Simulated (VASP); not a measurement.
A run of VASP 6.6.1 is set up as follows.

Contents of INCAR:

```
SYSTEM = Al3Cu
ALGO = Fast
EDIFF = 1E-7
ENCUT = 520
GGA = PS
ISIF = 2
ISMEAR = -1
LASPH = .TRUE.
LCHARG = .FALSE.
LREAL = .FALSE.
LWAVE = .FALSE.
NBANDS = 18
NELM = 100
PREC = Accurate
SIGMA = 0.5
```

Contents of KPOINTS:

```
k-points
0
G
  16 16 6
  0 0 0
```

File POSCAR:

```
Al3Cu
1.0
    2.7784054294      0.0000000000      0.0000000000
    0.0000000000      2.7784054294      0.0000000000
    0.0000000000      0.0000000000      7.5134034100
Al Cu
3 1
Direct
    0.0000000000      0.0000000000      0.5000000000
    0.5000000000      0.5000000000      0.2261155100
    0.5000000000      0.5000000000      0.7738844900
    0.0000000000      0.0000000000      0.0000000000
```

Potentials or basis: VASP PAW PBE potentials, release 64 (Al, Cu).

Run with:

```bash
$ cat potpaw_PBE.64/Al/POTCAR potpaw_PBE.64/Cu/POTCAR > POTCAR
$ mpirun -np 1 vasp_std > vasp.out
```

Problem. Predict the largest force.

Solution. 0.120 eV/Å.

Problem. What does it give for the band gap on the k mesh?

Solution. Zero (bands 10 and 11 overlap by 6.34 eV).

Problem. Predict the pressure.

Solution. 2.3 GPa.

Forces in eV/Å, atoms in the order of the input:
```
Al   0.000  0.000  0.000
Al   0.000  0.000 -0.120
Al   0.000  0.000  0.120
Cu   0.000  0.000  0.000
```

Caveat: so wide a smearing shifts energies and pressures; the PAW data sets were made with another functional, which shifts forces and pressure a little.
